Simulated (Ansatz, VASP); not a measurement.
# SnO2: VASP beside Ansatz

Contents of INCAR:

```
PREC = Accurate
ENCUT = 520
EDIFF = 1E-6
ISMEAR = 0
SIGMA = 0.05
LREAL = False
LASPH = True
NELM = 80
ALGO = Normal
ISIF = 2
LWAVE = False
LCHARG = False
GGA = PE
NBANDS = 64
```

Contents of KPOINTS:

```
regular mesh
0
Gamma
  6 6 6
```

The input POSCAR:

```
SnO2
1.0
    4.9747534166      0.0000000000      0.0000000000
    0.0000000000      6.0478218635      0.0000000000
    0.0000000000      0.0000000000      5.5097278554
Sn O
4 8
Direct
    0.5000000000      0.6651654903      0.7500000000
    0.0000000000      0.8348345097      0.2500000000
    0.5000000000      0.3348345097      0.2500000000
    0.0000000000      0.1651654903      0.7500000000
    0.7301204269      0.6070551965      0.0781681516
    0.2301204269      0.8929448035      0.9218318484
    0.7698795731      0.8929448035      0.5781681516
    0.2698795731      0.6070551965      0.4218318484
    0.7301204269      0.3929448035      0.5781681516
    0.2301204269      0.1070551965      0.4218318484
    0.7698795731      0.1070551965      0.0781681516
    0.2698795731      0.3929448035      0.9218318484
```

Input for Ansatz:

```yaml
crystal:
  lattice:
    - [4.9747534166, 0.0, 0.0]
    - [0.0, 6.0478218635, 0.0]
    - [0.0, 0.0, 5.5097278554]
  atoms:
    - { symbol: Sn, position: [0.5, 0.6651654903, 0.75] }
    - { symbol: Sn, position: [0.0, 0.8348345097, 0.25] }
    - { symbol: Sn, position: [0.5, 0.3348345097, 0.25] }
    - { symbol: Sn, position: [0.0, 0.1651654903, 0.75] }
    - { symbol: O, position: [0.7301204269, 0.6070551965, 0.0781681516] }
    - { symbol: O, position: [0.2301204269, 0.8929448035, 0.9218318484] }
    - { symbol: O, position: [0.7698795731, 0.8929448035, 0.5781681516] }
    - { symbol: O, position: [0.2698795731, 0.6070551965, 0.4218318484] }
    - { symbol: O, position: [0.7301204269, 0.3929448035, 0.5781681516] }
    - { symbol: O, position: [0.2301204269, 0.1070551965, 0.4218318484] }
    - { symbol: O, position: [0.7698795731, 0.1070551965, 0.0781681516] }
    - { symbol: O, position: [0.2698795731, 0.3929448035, 0.9218318484] }
basis:
  ecutwfc: 520.0
kpoints:
  mp_grid: { grid: [6, 6, 6] }
hamiltonian:
  xc: pbe
  pseudopotentials: { kind: paw, azcp: { folder: soft_1 } }
scf:
  occupations: { method: gaussian, width: 0.05 }
output:
  forces: true
  stress: true
  eigenvalues: true
  write_density: true
  write_potential: true
  elf: true
  volumetric_format: npy
```

Change from the starting cell: volume 13.814 Å^3 an atom, stretch along b over the lengths across it, relative to the relaxed cell 1.0000.

Alike in both runs: task single point; functional PBE; k mesh 6 × 6 × 6; occupations gaussian, width 0.05 eV; no spin polarisation.

```csv
,VASP,Ansatz
version,VASP 6.6.1,Ansatz 0.2.0
potentials or method,"VASP PAW PBE potentials, release 64 (Sn_d, O), cutoff 520 eV","scalar-relativistic, plane waves, PAW"
valence electrons in the cell,104,104
```

Ansatz gave:

| Property | Result |
| --- | --- |
| pressure (GPa) | -15.6 |
| traceless stress, the component that is largest in VASP (GPa) | -1.21 |
| rms of the force components (eV/Å) | 0.148 |

Task: Estimate VASP's values.

Result: Pressure (GPa): -15.2; traceless stress, the component that is largest in VASP (GPa): -1.14; rms of the force components (eV/Å): 0.142.

Atom by atom the forces differ by 0.007 eV/Å (rms over components).
